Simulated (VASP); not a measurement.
# Mg in VASP: notebook, part 2 of 2

VASP 6.6.1. Earlier steps stand in the parts before.

### 3 Single point, PBE

This run uses another cell than the first one, of 22.64 Å³/atom, 1.006 times its volume.

INCAR

```
SYSTEM = Mg
  PREC = Accurate
  ENCUT = 600
  EDIFF = 1E-6
  ISMEAR = 1
  SIGMA = 0.35
  LREAL = .False.
  LASPH = .True.
  NELM = 120
  ALGO = Normal
  ISIF = 2
  LWAVE = .False.
  LCHARG = .False.
  GGA = PE
  NBANDS = 7
  ISYM = 0
  GGA_COMPAT = .False.
```

KPOINTS

```
Automatic mesh
0
Gamma
  3 5 1
  0.5 0.5 0
```

POSCAR

```
Mg
1.0
   -1.8359916300      1.8359916300      1.6794040200
    1.8359916300     -1.8359916300      1.6794040200
    1.8359916300      1.8359916300     -1.6794040200
Mg
1
Direct
    0.0000000000      0.0000000000      0.0000000000
```

Potentials or basis: VASP PAW PBE potentials, release 64 (Mg).

Launch:

```sh
> cat potpaw_PBE.64/Mg/POTCAR > POTCAR
> mpirun -np 1 vasp_std > vasp.out
```

OUTCAR:

```text
SYSTEM = Mg
   PREC = Accurate
   ENCUT = 600
   EDIFF = 1E-6
   ISMEAR = 1
   LREAL = .False.
   LASPH = .True.
   NELM = 120
   ISIF = 2
   GGA = PE
   ISYM = 0

 ion  position               nearest neighbor table
   1  0.000  0.000  0.000-

IMPORTANT INFORMATION: All symmetrisations will be switched off!
NOSYMM: (Re-)initialisation of all symmetry stuff for point group C_1.

----------------------------------------------------------------------------------------

                                     Primitive cell

  volume of cell :      22.6442

  direct lattice vectors                    reciprocal lattice vectors
    -1.835991630  1.835991630  1.679404020     0.000000000  0.272332396  0.297724665
     1.835991630 -1.835991630  1.679404020     0.272332396  0.000000000  0.297724665
     1.835991630  1.835991630 -1.679404020     0.272332396  0.272332396  0.000000000

  length of vectors
     3.092269133  3.092269133  3.092269133     0.403490905  0.403490905  0.385136168

  position of ions in fractional coordinates (direct lattice)
     0.000000000  0.000000000  0.000000000

  ion indices of the primitive-cell ions
   primitive index   ion index
                 1           1

----------------------------------------------------------------------------------------

 KPOINTS: Automatic mesh

Automatic generation of k-mesh.
 Grid dimensions read from file:
 generate k-points for:    3    5    1

 Generating k-lattice:

  Cartesian coordinates                     Fractional coordinates (reciprocal lattice)
     0.000000000  0.090777465  0.099241555     0.333333333  0.000000000  0.000000000
     0.054466479  0.000000000  0.059544933     0.000000000  0.200000000 -0.000000000
     0.272332396  0.272332396  0.000000000     0.000000000  0.000000000  1.000000000

  Length of vectors
     0.134496968  0.080698181  0.385136168

  Shift w.r.t. Gamma in fractional coordinates (k-lattice)
     0.500000000  0.500000000  0.000000000

 -----------------------------------------------------------------------------
|                                                                             |
|           W    W    AA    RRRRR   N    N  II  N    N   GGGG   !!!           |
|           W    W   A  A   R    R  NN   N  II  NN   N  G    G  !!!           |
|           W    W  A    A  R    R  N N  N  II  N N  N  G       !!!           |
|           W WW W  AAAAAA  RRRRR   N  N N  II  N  N N  G  GGG   !            |
|           WW  WW  A    A  R   R   N   NN  II  N   NN  G    G                |
|           W    W  A    A  R    R  N    N  II  N    N   GGGG   !!!           |
|                                                                             |
|     Your reciprocal lattice and k-lattice belong to different lattice       |
|     classes:                                                                |
|                                                                             |
|        The reciprocal lattice is body-centered tetragonal,                  |
|        whereas your k-lattice is triclinic.                                 |
|                                                                             |
|     Results are often still useful ...                                      |
|                                                                             |
 -----------------------------------------------------------------------------

 WARNING: IBZKPT: internal override: KBLOWUP is changed to .FALSE.
      ... skipping the blow-up phase ...

 Subroutine IBZKPT returns following result:
 ===========================================

 Found      8 irreducible k-points:

 Following reciprocal coordinates:
            Coordinates               Weight
  0.166667  0.100000  0.000000      2.000000
  0.500000  0.100000  0.000000      2.000000
 -0.166667  0.100000  0.000000      2.000000
  0.166667  0.300000  0.000000      2.000000
  0.500000  0.300000  0.000000      2.000000
 -0.166667  0.300000  0.000000      2.000000
  0.166667  0.500000  0.000000      2.000000
  0.500000  0.500000  0.000000      1.000000
   k-points           NKPTS =      8   k-points in BZ     NKDIM =      8   number of bands    NBANDS=      7
   number of dos      NEDOS =    301   number of ions     NIONS =      1
   total plane-waves  NPLWV =  21952
   dimension x,y,z NGX =    28 NGY =   28 NGZ =   28
   dimension x,y,z NGXF=    56 NGYF=   56 NGZF=   56
   ions per type =               1
   NGX,Y,Z   is equivalent  to a cutoff of  15.05, 15.05, 15.05 a.u.
   NGXF,Y,Z  is equivalent  to a cutoff of  30.11, 30.11, 30.11 a.u.
 SYSTEM =  Mg
   PREC   = accura    normal or accurate (medium, high low for compatibility)
   ISTART =      0    job   : 0-new  1-cont  2-samecut
   ICHARG =      2    charge: 1-file 2-atom 10-const
   ISPIN  =      1    spin polarized calculation?
   LNONCOLLINEAR =      F non collinear calculations
   LSORBIT =      F    spin-orbit coupling
   LASPH  =      T    aspherical Exc in radial PAW
   ENCUT  =  600.0 eV  44.10 Ry    6.64 a.u.   6.18  6.18  6.18*2*pi/ulx,y,z
   NELM   =    120;   NELMIN=  2; NELMDL= -5     # of ELM steps
   EDIFF  = 0.1E-05   stopping-criterion for ELM
   LREAL  =      F    real-space projection
   EDIFFG = 0.1E-04   stopping-criterion for IOM
   NSW    =      0    number of steps for IOM
   IBRION =     -1    ionic relax: 0-MD 1-quasi-New 2-CG
   NFREE  =      0    steps in history (QN), initial steepest desc. (CG)
   ISIF   =      2    stress and relaxation
   ISYM   =      0    0-nonsym 1-usesym 2-fastsym
   POTIM  = 0.5000    time-step for ionic-motion
   TEBEG  =    0.0;   TEEND  =   0.0 temperature during run
   PSTRESS=    0.0 pullay stress
   NELECT =       2.0000    total number of electrons
   NUPDOWN=      -1.0000    fix difference up-down
   EMIN   =  10.00;   EMAX   =-10.00  energy-range for DOS
   EFERMI =   0.00;   METHOD = LEGACY
   ISMEAR =     1;   SIGMA  =   0.35  broadening in eV -4-tet -1-fermi 0-gaus
   EFERMI_NEDOS =   21; number of points for ismear=-14 and -15
   IALGO  =     38    algorithm
   IMIX   =      4    mixing-type and parameters
     AMIX     =   0.40;   BMIX     =  1.00
     AMIX_MAG =   1.60;   BMIX_MAG =  1.00
  volume/ion in A,a.u.               =      22.64       152.81
  Fermi-wavevector in a.u.,A,eV,Ry     =   0.729065  1.377732  7.231974  0.531535
  Thomas-Fermi vector in A             =   1.820694
   LORBIT       =      0    0 simple, 1 ext, 2 COOP (PROOUT), +10 PAW based schemes
   GGA     = PE    functional components
   LHFCALC =     F    Hartree Fock is set to
   AEXX    =    0.0000 exact exchange contribution
   IVDW    =     0    specifies the selected vdW correction
   LEPSILON=     F    determine dielectric tensor
   LRPA    =     F    only Hartree local field effects (RPA)
 non-spin polarized calculation
 Methfessel and Paxton  Order N= 1 SIGMA  =   0.35
  energy-cutoff  :      600.00
  volume of cell :       22.64
 maximum number of plane-waves:       762
 NGX is ok and might be reduce to    28
   NGX = 13   NGY = 13   NGZ = 13

 number of electron       2.0000000 magnetization

 Free energy of the ion-electron system (eV)
  ---------------------------------------------------
  ext. energy  EPLUGINS =         0.00000000
  ---------------------------------------------------
  free energy    TOTEN  =        -3.59627116 eV

  energy without entropy =       -3.59776545  energy(sigma->0) =       -3.59676926

 E-fermi :   1.1588     XC(G=0):  -8.5364

 val. band max:        0.9771595627   @ k =   0.5000   0.5000   0.0000
 cond. band min:       1.3793461934   @ k =   0.5000   0.5000   0.0000
 fundamental gap:      0.4021866307
 Fermi energy:         1.1588002189

 k-point     1 :       0.1667    0.1000    0.0000
  band No.  band energies     occupation
      1      -2.9182      2.00000
      2       9.8934      0.00000
      3      11.1673      0.00000
      4      12.5318      0.00000
      5      15.5126      0.00000
      6      16.3361      0.00000
      7      17.8864      0.00000
[... 61 lines left out ...]
 k-point     8 :       0.5000    0.5000    0.0000
  band No.  band energies     occupation
      1       0.9772      1.76068
      2       1.3793      0.13385
      3      12.5345      0.00000
      4      13.2558      0.00000
      5      14.2277      0.00000
      6      14.8056      0.00000
      7      20.6852      0.00000

------------------------ aborting loop because EDIFF is reached ----------------------------------------

  FORCE on cell =-STRESS in cart. coord.  units (eV):
  Direction    XX          YY          ZZ          XY          YZ          ZX
  --------------------------------------------------------------------------------------
  -------------------------------------------------------------------------------------
  Total       -1.6510436     -1.1438798     -0.9595805     -2.0793643      2.1751959      1.6373291
  in kB     -116.8187461    -80.9346327    -67.8946274   -147.1243647    153.9048754    115.8483835
  external PRESSURE =     -88.5493354 kB  Pullay stress =       0.0000000 kB

 VOLUME and BASIS-vectors are now :
 -----------------------------------------------------------------------------
  energy-cutoff  :      600.00
  volume of cell :       22.64
      direct lattice vectors                 reciprocal lattice vectors
    -1.835991630  1.835991630  1.679404020     0.000000000  0.272332396  0.297724665
     1.835991630 -1.835991630  1.679404020     0.272332396  0.000000000  0.297724665
     1.835991630  1.835991630 -1.679404020     0.272332396  0.272332396  0.000000000

 POSITION                                       TOTAL-FORCE (eV/Angst)
 -----------------------------------------------------------------------------------
      0.00000      0.00000      0.00000        -0.000000      0.000000     -0.000000
 -----------------------------------------------------------------------------------
    total drift:                               -0.000000      0.000000     -0.000000

  FREE ENERGIE OF THE ION-ELECTRON SYSTEM (eV)
  ---------------------------------------------------
  free  energy   TOTEN  =        -3.5962711616 eV

  energy  without entropy=       -3.5977654528  energy(sigma->0) =       -3.59676926
```

OSZICAR:

```text
N       E                     dE             d eps       ncg     rms          rms(c)
DAV:   1    -0.319999460445E+01   -0.32000E+01   -0.53827E+02   119   0.171E+02
DAV:   2    -0.360514476898E+01   -0.40515E+00   -0.40553E+00   147   0.915E+00
DAV:   3    -0.360659727635E+01   -0.14525E-02   -0.14524E-02   168   0.584E-01
DAV:   4    -0.360659794652E+01   -0.67016E-06   -0.67012E-06   133   0.113E-02
DAV:   5    -0.360659794769E+01   -0.11713E-08   -0.11332E-08   196   0.437E-04    0.692E-01
DAV:   6    -0.360146714275E+01    0.51308E-02   -0.43654E-04   112   0.132E-01    0.442E-01
DAV:   7    -0.359627235399E+01    0.51948E-02   -0.19820E-03   119   0.235E-01    0.250E-02
DAV:   8    -0.359627409442E+01   -0.17404E-05   -0.19459E-05   168   0.240E-02    0.722E-03
DAV:   9    -0.359627122078E+01    0.28736E-05   -0.10348E-06   119   0.460E-03    0.351E-04
DAV:  10    -0.359627116157E+01    0.59210E-07   -0.47266E-09    56   0.403E-04
   1 F= -.35962712E+01 E0= -.35967693E+01  d E =0.149429E-02
```

Wall time 2.6 s (1 thread of Intel Xeon 6975P-C (Granite Rapids), shared host); peak memory 0.14 GiB.

The run converged, but its numbers aren't listed here, since they failed a check.

Caveat: the k points lie up to 2.42 Å⁻¹ apart; the mesh shows a gap though the element is a metal.

### 4 Single point, PBEsol

This run uses another cell than the first one, of 22.64 Å³/atom, 1.006 times its volume.

INCAR

```
  PREC = Accurate
  ENCUT = 600
  EDIFF = 1E-6
  ISMEAR = 1
  SIGMA = 0.018
  LREAL = F
  LASPH = T
  NELM = 120
  ALGO = Normal
  ISIF = 2
  LWAVE = F
  LCHARG = F
  GGA = PS
  NBANDS = 7
  GGA_COMPAT = F
```

KPOINTS

```
regular mesh
0
Gamma
  4 4 4
```

POSCAR: that of step 3 with these lines changed.

```diff
@@ -8,2 +8,2 @@
 Direct
-    0.0000000000      0.0000000000      0.0000000000
+    0.0000000000      0.0136166198      0.0136166198
```

Launch:

```sh
> cat potpaw_PBE.64/Mg/POTCAR > POTCAR
> mpirun -np 1 vasp_std > vasp.out
```

It took 2.2 s on 1 thread of Intel Xeon 6975P-C (Granite Rapids), shared host; peak memory 0.15 GiB.

The run converged. Its results:

```
Free energy            : -1.7220 eV
Pressure               : -0.4 GPa
Band gap on the k mesh : zero (band 1 reaches 5.90 eV, above the bottom of band 2 at 1.35 eV)
```

Stress tensor (GPa, compression positive):
```
 0.12  0.00  0.00
 0.00  0.12  0.00
 0.00  0.00 -1.58
```

Levels at points of the mesh, in eV from the Fermi level:
```tsv
k point	band 1	band 2	band 3	band 4	band 5	band 6
(0.00, 0.00, 0.00)	-6.79	12.16	14.01	14.01	14.34	14.57
(0.50, 0.00, 0.00)	-1.15	-0.46	8.40	9.19	9.96	11.59
(0.50, 0.50, 0.00)	-1.54	-1.12	10.02	10.73	11.72	12.28
(0.50, 0.50, 0.50)	3.43	3.43	3.81	4.35	5.59	8.23
```

Caveat: the k points lie up to 0.63 Å⁻¹ apart; the PAW data sets were made with another functional, which shifts forces and pressure a little.

### 5 Single point, revPBE

This run uses another cell than the first one, of 22.64 Å³/atom, 1.006 times its volume.

INCAR

```
PREC = Accurate
ENCUT = 600
EDIFF = 1E-6
ISMEAR = 0
SIGMA = 0.1
LREAL = False
LASPH = True
NELM = 120
ALGO = Normal
ISIF = 2
LWAVE = False
LCHARG = True
GGA = RE
LELF = True
LVHAR = True
NBANDS = 7
GGA_COMPAT = False
```

KPOINTS is that of step 4.

POSCAR: that of step 4 with these lines changed.

```diff
@@ -8,2 +8,2 @@
 Direct
-    0.0000000000      0.0136166198      0.0136166198
+    0.0000000000      0.0000000000      0.0000000000
```

Launch:

```sh
> cat potpaw_PBE.64/Mg/POTCAR > POTCAR
> mpirun -np 1 vasp_std > vasp.out
```

Wall time 2.5 s (1 thread of Intel Xeon 6975P-C (Granite Rapids), shared host); peak memory 0.14 GiB.

The run converged. Its results:

```yaml
Free_energy: -1.3618 eV
Pressure: 1.1 GPa
Band_gap_on_the_k_mesh: zero (band 1 reaches 6.04 eV, above the bottom of band 2 at 1.50 eV)
```

Stress tensor (GPa, compression positive):
```
1.64 0.00 0.00
0.00 1.64 0.00
0.00 0.00 0.10
```

Levels at points of the mesh, in eV from the Fermi level:
| k point | band 1 | band 2 | band 3 | band 4 | band 5 | band 6 |
| --- | --- | --- | --- | --- | --- | --- |
| (0.00, 0.00, 0.00) | -6.81 | 12.19 | 14.05 | 14.05 | 14.34 | 14.63 |
| (0.50, 0.00, 0.00) | -1.18 | -0.45 | 8.39 | 9.25 | 9.96 | 11.63 |
| (0.50, 0.50, 0.00) | -1.58 | -1.11 | 10.02 | 10.79 | 11.71 | 12.32 |
| (0.50, 0.50, 0.50) | 3.43 | 3.43 | 3.76 | 4.33 | 5.60 | 8.33 |

Caveat: the k points lie up to 0.63 Å⁻¹ apart; the PAW data sets were made with another functional, which shifts forces and pressure a little.

### 6 Single point, PBE

This run uses another cell than the first one, of 22.64 Å³/atom, 1.006 times its volume.

INCAR

```
SYSTEM = Mg
PREC = Accurate ; ENCUT = 600
EDIFF = 1E-6 ; ISMEAR = -4
SIGMA = 0.1 ; LREAL = .False.
LASPH = .True. ; NELM = 120
ALGO = Normal ; ISIF = 2
LWAVE = .False. ; LCHARG = .False.
GGA = PE ; NBANDS = 7
GGA_COMPAT = .False.
```

KPOINTS

```
regular mesh
0
Gamma
  4 4 4
  0 0 0
```

POSCAR is that of step 5.

Potentials or basis: VASP PAW PBE potentials, release 64 (Mg).

Launch:

```sh
> cat potpaw_PBE.64/Mg/POTCAR > POTCAR
> mpirun -np 1 vasp_std > vasp.out
```

Run time: 2.7 s. Hardware: 1 thread of Intel Xeon 6975P-C (Granite Rapids), shared host; peak memory 0.14 GiB.

Results (log left out):

| Property | Result |
| --- | --- |
| Free energy | -1.2369 eV |
| Pressure | 0.2 GPa |
| Band gap on the k mesh | zero (band 1 reaches 5.94 eV, above the bottom of band 2 at 1.39 eV) |

Stress tensor (GPa, compression positive):
```
 2.39  0.00  0.00
 0.00  2.39  0.00
 0.00  0.00 -4.14
```

Levels at points of the mesh, in eV from the Fermi level:
```csv
k point,band 1,band 2,band 3,band 4,band 5,band 6
"(0.00, 0.00, 0.00)",-7.31,11.65,13.51,13.51,13.84,14.06
"(0.50, 0.00, 0.00)",-1.66,-0.98,7.89,8.68,9.45,11.07
"(0.50, 0.50, 0.00)",-2.07,-1.63,9.51,10.23,11.20,11.77
"(0.50, 0.50, 0.50)",2.91,2.91,3.28,3.85,5.08,7.69
```

Caveat: the k points lie up to 0.63 Å⁻¹ apart.

### 7 Overview

| level | smearing | gap on the mesh (eV) | pressure (GPa) |
| --- | --- | --- | --- |
| PBEsol | methfessel-paxton 0.018 eV | none | -0.4 |
| revPBE | gaussian 0.1 eV | none | 1.1 |
| PBE | tetrahedron | none | 0.2 |

Alike in all rows: task single point; potentials or basis VASP PAW PBE potentials, release 64 (Mg); no spin polarisation; cell as given; k mesh 4 × 4 × 4; cutoff (eV) 600.

Caveats: all runs use coarse meshes; the PAW data sets were made with another functional, which shifts forces and pressure a little (some runs).

Absolute energies hang on the potentials; compare differences alone.
